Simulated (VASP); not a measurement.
Set up this calculation in VASP 6.6.1, as the native input.

```yaml
Task: single point
Functional: PBE
Potentials_or_basis: VASP PAW PBE potentials, release 64 (Sb)
Cutoff: 520 eV
k_mesh: 14 × 14 × 14
Occupations: fermi-dirac, width 0.08 eV
Spin: no spin polarisation
Dipole_correction: no
Further_INCAR_settings: ALGO = Normal; EDIFF = 1e-06; NBANDS = 12
```

The structure of Sb lies in POSCAR:

```
Sb
1.0
   -2.8180134296      2.8180134296      1.4733126490
    2.8180134296     -2.8180134296      1.4733126490
    2.8180134296      2.8180134296     -1.4733126490
Sb
2
Direct
   -0.3750000000     -0.1250000000     -0.2500000000
    0.3750000000      0.1250000000      0.2500000000
```

The input as run:

INCAR

```
PREC = Accurate ; ENCUT = 520
EDIFF = 1E-6 ; ISMEAR = -1
SIGMA = 0.08 ; LREAL = False
LASPH = True ; NELM = 80
ALGO = Normal ; ISIF = 2
LWAVE = False ; LCHARG = True
GGA = PE ; LELF = True
LVHAR = True ; NBANDS = 12
```

KPOINTS

```
regular mesh
0
Gamma
  14 14 14
```

Potentials or basis: VASP PAW PBE potentials, release 64 (Sb).

Launch:

```console
$ cat potpaw_PBE.64/Sb/POTCAR > POTCAR
$ mpirun -np 1 vasp_std > vasp.out
```

It gave:

```yaml
Pressure: 22.2 GPa
Band_gap_on_the_k_mesh: zero (band 5 reaches 14.88 eV, above the bottom of band 6 at 7.76 eV)
```

Caveat: spin-orbit coupling is left out, which moves the levels of the heavy elements.

It took 63 s on 1 thread of Intel Xeon 6975P-C (shared host), peak memory 0.26 GiB.
